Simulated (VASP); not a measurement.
# Zn in VASP: a series of runs, part 2 of 2

VASP 6.6.1. The steps go on from the part before.

### Step 3. Single point, PBEsol

Contents of INCAR:

```
SYSTEM = Zn
PREC     = Accurate       ! precision mode
ENCUT    = 520            ! plane-wave cutoff, eV
EDIFF    = 1E-7           ! SCF threshold, eV
ISMEAR   = -1             ! smearing method
SIGMA    = 0.1            ! smearing width, eV
LREAL    = .False.        ! projectors in reciprocal space
LASPH    = .True.         ! aspherical terms in the spheres
NELM     = 80             ! most SCF steps
ALGO     = Normal         ! electronic algorithm
ISIF     = 2              ! what is computed and relaxed
LWAVE    = .False.        ! write WAVECAR
LCHARG   = .False.        ! write CHGCAR
LDIPOL   = .True.       
IDIPOL   = 3            
DIPOL    = 0.5 0.5 0.500
GGA      = PS             ! functional
EFIELD   = -0.1         
NBANDS   = 32             ! bands
```

Contents of KPOINTS:

```
Automatic mesh
0
Gamma
  16 16 1
  0 0 0
```

Contents of POSCAR:

```
Zn
1.0
    2.5896975869      0.0000000000      0.0000000000
   -1.2948487935      2.2427438984      0.0000000000
    0.0000000000      0.0000000000     23.3765000000
Zn
4
Direct
    0.8333333333      0.1666666667      0.3477458653
    0.1666666667      0.8333333333      0.4505198692
    0.8333333333      0.1666666667      0.5494801314
    0.1666666667      0.8333333333      0.6522541341
```

Potentials or basis: VASP PAW PBE potentials, release 64 (Zn).

The run is started by

```sh
$ cat potpaw_PBE.64/Zn/POTCAR > POTCAR
$ mpirun -np 1 vasp_std > vasp.out
```

OUTCAR:

```text
SYSTEM = Zn
   PREC = Accurate
   ENCUT = 520
   EDIFF = 1E-7
   ISMEAR = -1
   LREAL = .False.
   LASPH = .True.
   NELM = 80
   ISIF = 2
   GGA = PS

 ion  position               nearest neighbor table
   1  0.833  0.167  0.348-   2 2.83   2 2.83   2 2.83
   2  0.167  0.833  0.451-   3 2.75   3 2.75   3 2.75   1 2.83   1 2.83   1 2.83
   3  0.833  0.167  0.549-   2 2.75   2 2.75   2 2.75   4 2.83   4 2.83   4 2.83
   4  0.167  0.833  0.652-   3 2.83   3 2.83   3 2.83

  LATTYP: Found a hexagonal cell.
 ALAT       =     2.5896975869
 C/A-ratio  =     9.0267296530

  Lattice vectors:

 A1 = (   2.5896975869,   0.0000000000,   0.0000000000)
 A2 = (  -1.2948487935,   2.2427438984,   0.0000000000)
 A3 = (   0.0000000000,   0.0000000000,  23.3765000000)

Analysis of symmetry for initial positions (statically):
=====================================================================
 Subroutine PRICEL returns:
 Original cell was already a primitive cell.

 Routine SETGRP: Setting up the symmetry group for a
 hexagonal supercell.

 Subroutine GETGRP returns: Found 12 space group operations
[... 180 lines left out ...]
 fundamental gap:      0.2302279556
 Fermi energy:        -1.0388979781

 k-point     1 :       0.0000    0.0000    0.0000
  band No.  band energies     occupation
      1     -11.8583      2.00000
      2     -10.8032      2.00000
      3     -10.0043      2.00000
      4      -9.9199      2.00000
      5      -9.0755      2.00000
      6      -8.8793      2.00000
[... 829 lines left out ...]
     31       6.1767      0.00000
     32       6.5147      0.00000

 [... further k-points ...]

------------------------ aborting loop because EDIFF is reached ----------------------------------------

 vacuum level on the upper side and lower side of the slab       (xc-potential included)         0.585        -0.735

  FORCE on cell =-STRESS in cart. coord.  units (eV):
  Direction    XX          YY          ZZ          XY          YZ          ZX
  --------------------------------------------------------------------------------------
  -------------------------------------------------------------------------------------
  Total       -0.0629637     -0.0629637      0.1120533      0.0000000      0.0000000      0.0000000
  in kB       -0.7430064     -0.7430064      1.3222905      0.0000000      0.0000000      0.0000000
  external PRESSURE =      -0.0545741 kB  Pullay stress =       0.0000000 kB

 VOLUME and BASIS-vectors are now :
 -----------------------------------------------------------------------------
  energy-cutoff  :      520.00
  volume of cell :      135.77
      direct lattice vectors                 reciprocal lattice vectors
     2.589697587  0.000000000  0.000000000     0.386145473  0.222941193  0.000000000
    -1.294848793  2.242743898  0.000000000     0.000000000  0.445882386  0.000000000
     0.000000000  0.000000000 23.376500000     0.000000000  0.000000000  0.042778004

 POSITION                                       TOTAL-FORCE (eV/Angst)
 -----------------------------------------------------------------------------------
      1.94227      0.37379      8.12908        -0.000000      0.000000     -0.010897
     -0.64742      1.86895     10.53158        -0.000000      0.000000     -0.005595
      1.94227      0.37379     12.84492         0.000000      0.000000      0.001408
     -0.64742      1.86895     15.24742         0.000000      0.000000      0.015084
 -----------------------------------------------------------------------------------
    total drift:                               -0.000000      0.000000     -0.000029

  FREE ENERGIE OF THE ION-ELECTRON SYSTEM (eV)
  ---------------------------------------------------
  free  energy   TOTEN  =        -6.0311604113 eV

  energy  without entropy=       -6.0058612130  energy(sigma->0) =       -6.01851081

 vacuum level on the upper side and lower side of the slab         3.779         2.467
```

OSZICAR:

```text
N       E                     dE             d eps       ncg     rms          rms(c)
DAV:   1     0.299685159185E+03    0.29969E+03   -0.23440E+04  1920   0.181E+03
DAV:   2     0.174443302721E+02   -0.28224E+03   -0.27365E+03  1984   0.385E+02
DAV:   3    -0.638933541900E+01   -0.23834E+02   -0.23733E+02  2240   0.129E+02
[... 20 lines left out ...]
DAV:  24    -0.603115875380E+01   -0.20807E-05   -0.72741E-08  1272   0.596E-03    0.253E-04
DAV:  25    -0.603116001578E+01   -0.12620E-05   -0.48715E-08  1296   0.242E-03    0.145E-04
DAV:  26    -0.603116025083E+01   -0.23505E-06   -0.80962E-09  1336   0.169E-03    0.119E-04
DAV:  27    -0.603116038012E+01   -0.12929E-06   -0.51949E-09  1288   0.127E-03    0.412E-05
DAV:  28    -0.603116041133E+01   -0.31209E-07   -0.12483E-09  1368   0.448E-04
   1 F= -.60311604E+01 E0= -.60185108E+01  d E =-.252992E-01
```

Wall time 6.4 min (1 thread of AMD EPYC 7R13, shared host); peak memory 0.27 GiB.

Results:

| Property | Result |
| --- | --- |
| Free energy | -6.0312 eV |
| Largest force | 0.015 eV/Å |
| Band gap on the k mesh | zero (band 24 reaches 0.07 eV, above the bottom of band 25 at -3.69 eV) |

Forces on the atoms (eV/Å):
```
Zn   0.000  0.000 -0.011
Zn   0.000  0.000 -0.006
Zn   0.000  0.000  0.001
Zn   0.000  0.000  0.015
```

Caveat: the PAW data sets were made with another functional, which shifts forces and pressure a little.
